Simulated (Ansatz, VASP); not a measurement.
# One calculation of Al4Co, two programs

Contents of INCAR:

```
SYSTEM = Al4Co
ALGO = Normal
EDIFF = 1E-6
EDIFFG = -0.01
ENCUT = 600
GGA = PE
IBRION = 2
ISIF = 3
ISMEAR = 0
LASPH = .TRUE.
LCHARG = .FALSE.
LREAL = .FALSE.
LWAVE = .FALSE.
NELM = 100
NSW = 100
PREC = Accurate
SIGMA = 0.1
```

File KPOINTS:

```
k-points
0
G
  8 8 8
  0 0 0
```

POSCAR

```
Al4Co
1.0
    4.5009466086      0.0000000000      0.0000000000
    0.0000000000      4.5009466086      0.0000000000
    0.0000000000      0.0000000000      4.5009466086
Al Co
4 1
Direct
    0.5000000000      0.0000000000      0.0000000000
    0.0000000000      0.5000000000      0.0000000000
    0.0000000000      0.0000000000      0.5000000000
    0.5000000000      0.5000000000      0.5000000000
    0.0000000000      0.0000000000      0.0000000000
```

Input for Ansatz:

```yaml
crystal:
  lattice:
    - [4.5009466086, 0.0, 0.0]
    - [0.0, 4.5009466086, 0.0]
    - [0.0, 0.0, 4.5009466086]
  atoms:
    - { symbol: Al, position: [0.5, 0.0, 0.0] }
    - { symbol: Al, position: [0.0, 0.5, 0.0] }
    - { symbol: Al, position: [0.0, 0.0, 0.5] }
    - { symbol: Al, position: [0.5, 0.5, 0.5] }
    - { symbol: Co, position: [0.0, 0.0, 0.0] }
basis:
  ecutwfc: 420
kpoints:
  mp_grid: { grid: [8, 8, 8] }
hamiltonian:
  xc: pbe
scf:
  occupations: { method: gaussian, width: 0.1 }
output:
  forces: true
  stress: true
  eigenvalues: true
relax:
  adjacent_minimum: "off"
  f_tol: 0.01
  max_steps: 80
  cell: { stress_tol: 0.05 }
```

Alike in both runs: task relaxation of cell and atoms; functional PBE; k mesh 8 × 8 × 8; occupations gaussian, width 0.1 eV; no spin polarisation.

```csv
,VASP,Ansatz
version,VASP 6.6.1,Ansatz 0.2.0
potentials or method,"VASP PAW PBE potentials, release 64 (Al, Co), cutoff 600 eV","scalar-relativistic, plane waves, PAW"
valence electrons in the cell,21,29
```

|  | VASP | Ansatz | Ansatz less VASP |
| --- | --- | --- | --- |
| gap on the k mesh at the Fermi level, each at its own relaxed structure (eV) | none | none | - |
| relaxed volume (Å³/atom) | 18.29 | 18.30 | +0.015 |
| relaxed length of the cell vector where the two differ most in proportion (Å) | 4.505 | 4.507 | +0.0012 |

A gap of «none» marks a metal or a gap that the smearing closes. VASP's potentials hold 21 valence electrons a cell and Ansatz's 29, so a difference there can come from the potentials and not from the codes.
